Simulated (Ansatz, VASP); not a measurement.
Two plane-wave programs on TaN

```
CELL_PARAMETERS angstrom
0.00000 2.17384 2.17384
2.17384 0.00000 2.17384
2.17384 2.17384 0.00000
ATOMIC_POSITIONS crystal
Ta 0.49891 0.50109 0.50109
N 0.01403 0.98597 0.98597
```

Change from the starting cell: mode 4 frozen in at -0.061 Å, equal normal strain along x, y and z +0.0000.

Alike in both runs: task single point; functional LDA; k mesh 18 × 18 × 18; occupations gaussian, width 0.15 eV; no spin polarisation.

|  | VASP | Ansatz |
| --- | --- | --- |
| version | VASP 6.6.1 | Ansatz 0.2.0 |
| potentials or method | VASP PAW LDA potentials, release 64 (Ta_sv_GW, N), cutoff 600 eV | scalar-relativistic, plane waves, PAW |
| valence electrons in the cell | 18 | 18 |

```tsv
	VASP	Ansatz	Ansatz less VASP
gap on the k mesh at the Fermi level (eV)	none	none	-
pressure (GPa)	2.2	0.7	-1.43
traceless stress, the component that is largest in VASP (GPa)	1.61	1.60	-0.015
rms of the force components (eV/Å)	0.346	0.341	-0.0051
```

Ansatz warns that its potentials were made for another functional, while VASP's fit it. LDA's correlation is that of Perdew and Zunger in VASP and of Perdew and Wang (1992) in Ansatz. Atom by atom the forces differ by 0.005 eV/Å (rms over components). A gap of «none» marks a metal or a gap that the smearing closes.

Spin-orbit coupling is off throughout.
